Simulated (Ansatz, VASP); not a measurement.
**Two plane-wave programs on KF**

The input INCAR:

```
SYSTEM = KF
PREC = Accurate ; ENCUT = 520
EDIFF = 1E-7 ; ISMEAR = -1
SIGMA = 0.02 ; LREAL = .False.
LASPH = .True. ; NELM = 60
ALGO = Normal ; ISIF = 2
LWAVE = .False. ; LCHARG = .False.
GGA = PE ; NBANDS = 15
```

The input KPOINTS:

```
regular mesh
0
Gamma
  8 8 8
  0 0 0
```

POSCAR

```
KF
1.0
    3.2634287040      0.0000000000      0.0000000000
    0.0000000000      3.2634287040      0.0000000000
    0.0000000000      0.0000000000      3.1645678712
K F
1 1
Direct
    0.0000000000      0.0000000000      0.0000000000
    0.5000000000      0.5000000000      0.5000000000
```

Input for Ansatz:

```yaml
crystal:
  lattice:
    - [3.263428704, 0.0, 0.0]
    - [0.0, 3.263428704, 0.0]
    - [0.0, 0.0, 3.1645678712]
  atoms:
    - { symbol: K, position: [0.0, 0.0, 0.0] }
    - { symbol: F, position: [0.5, 0.5, 0.5] }
kpoints:
  mp_grid: { grid: [8, 8, 8] }
  band_path:
    path: [[0.0, 0.0, 0.0], [0.0, 0.5, 0.0], [0.5, 0.5, 0.0], [0.5, 0.5, 0.5]]
    npoints: 1
hamiltonian:
  xc: pbe
scf:
  occupations: { method: fermi_dirac, width: 0.02 }
  n_extra_bands: 4
output:
  forces: true
  stress: true
  eigenvalues: true
```

Change from the starting cell: epitaxial_xy strain +2.7%.

Alike in both runs: task single point; functional PBE; k mesh 8 × 8 × 8; occupations fermi-dirac, width 0.02 eV; no spin polarisation.

```csv
,VASP,Ansatz
version,VASP 6.6.1,Ansatz 0.2.0
potentials or method,"VASP PAW PBE potentials, release 64 (K_sv, F)","plane waves, PAW"
plane-wave cutoff (eV),520,420
valence electrons in the cell,16,16
```

VASP gave:

| Property | Result |
| --- | --- |
| gap on the k mesh at the Fermi level (eV) | 6.36 |
| pressure (GPa) | 0.9 |
| traceless stress, the component that is largest in VASP (GPa) | 1.81 |

Question: What did Ansatz give for the same quantities?

Answer: gap on the k mesh at the Fermi level (eV): 6.38; pressure (GPa): 0.9; traceless stress, the component that is largest in VASP (GPa): 1.80.

With one functional, cell and mesh, what is left measures potentials, basis and numerics.
